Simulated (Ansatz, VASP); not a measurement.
## Two plane-wave programs on GaSb

The input INCAR:

```
SYSTEM = GaSb
PREC = Accurate
ENCUT = 500
EDIFF = 1E-6
ISMEAR = 0
SIGMA = 0.1
LREAL = .FALSE.
LASPH = .TRUE.
NELM = 120
ALGO = Normal
ISIF = 2
LWAVE = .FALSE.
LCHARG = .TRUE.
GGA = PS
LELF = .TRUE.
LVHAR = .TRUE.
NBANDS = 16
GGA_COMPAT = .FALSE.
```

File KPOINTS:

```
regular mesh
0
G
  12 12 12
  0 0 0
```

Contents of POSCAR:

```
GaSb
1.0
    0.0000000000      3.0247473699      3.0247473699
    3.0247473699      0.0000000000      3.0247473699
    3.0247473699      3.0247473699      0.0000000000
Ga Sb
1 1
Direct
    0.0000000000      0.0000000000      0.0000000000
    0.2500000000      0.2500000000      0.2500000000
```

Input for Ansatz:

```yaml
crystal:
  lattice:
    - [0.0, 3.0247473707, 3.0247473707]
    - [3.0247473707, 0.0, 3.0247473707]
    - [3.0247473707, 3.0247473707, 0.0]
  atoms:
    - { symbol: Ga, position: [0.0, 0.0, 0.0] }
    - { symbol: Sb, position: [0.25, 0.25, 0.25] }
basis:
  ecutwfc: 420
kpoints:
  mp_grid: { grid: [12, 12, 12] }
hamiltonian:
  xc: pbesol
scf:
  occupations: { method: gaussian, width: 0.1 }
output:
  forces: true
  stress: true
  eigenvalues: true
```

Alike in both runs: task single point; functional PBEsol; k mesh 12 × 12 × 12; occupations gaussian, width 0.1 eV; no spin polarisation.

```csv
,VASP,Ansatz
version,VASP 6.6.1,Ansatz 0.2.0
potentials or method,"VASP PAW PBE potentials, release 64 (Ga_d, Sb), cutoff 500 eV","scalar-relativistic, plane waves, PAW"
valence electrons in the cell,18,28
```

```tsv
	VASP	Ansatz	Ansatz less VASP
gap on the k mesh at the Fermi level (eV)	0.23	0.22	-0.014
least direct gap on the mesh (eV)	0.23	0.22	-0.014
pressure (GPa)	1.8	1.7	-0.10
```

VASP's potentials were made for PBE, not for PBEsol. VASP's potentials hold 18 valence electrons a cell and Ansatz's 28, so a difference there can come from the potentials and not from the codes.

Neither program's run includes spin-orbit coupling.
